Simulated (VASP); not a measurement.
A run of VASP 6.6.1:

Contents of INCAR:

```
PREC     = Accurate       # precision mode
ENCUT    = 520            # plane-wave cutoff, eV
EDIFF    = 1E-6           # SCF threshold, eV
ISMEAR   = 0              # smearing method
SIGMA    = 0.1            # smearing width, eV
LREAL    = F              # projectors in reciprocal space
LASPH    = T              # aspherical terms in the spheres
NELM     = 80             # most SCF steps
ALGO     = Normal         # electronic algorithm
ISIF     = 2              # what is computed and relaxed
LWAVE    = F              # write WAVECAR
LCHARG   = T              # write CHGCAR
GGA      = PE             # functional
LELF     = T              # ELF
LVHAR    = T            
NBANDS   = 23             # bands
```

File KPOINTS:

```
Automatic mesh
0
Gamma
  14 14 14
```

Contents of POSCAR:

```
Li2TiO2
1.0
   -1.4638656955      1.9184434461      4.6951634060
    1.4638656955     -1.9184434461      4.6951634060
    1.4638656955      1.9184434461     -4.6951634060
Li Ti O
2 1 2
Direct
    0.3031676513      0.3031676513      0.0000000000
    0.6968323487      0.6968323487      0.0000000000
    0.0000000000      0.0000000000      0.0000000000
    0.8558143772      0.3558143772      0.5000000000
    0.1441856228      0.6441856228      0.5000000000
```

Potentials or basis: VASP PAW PBE potentials, release 64 (Li_sv, Ti_sv, O).

The run is started by

```bash
$ cat potpaw_PBE.64/Li_sv/POTCAR potpaw_PBE.64/Ti_sv/POTCAR potpaw_PBE.64/O/POTCAR > POTCAR
$ mpirun -np 1 vasp_std > vasp.out
```

Hardware: 1 thread of Intel Xeon 8259CL, with other jobs on the host.

**Question.** How long does it take, and how much memory?

**Answer.** Run time: 31 min on 1 thread of Intel Xeon 8259CL, on a shared host, peak memory 0.61 GiB. Counts: scf iterations 15, k points 428.
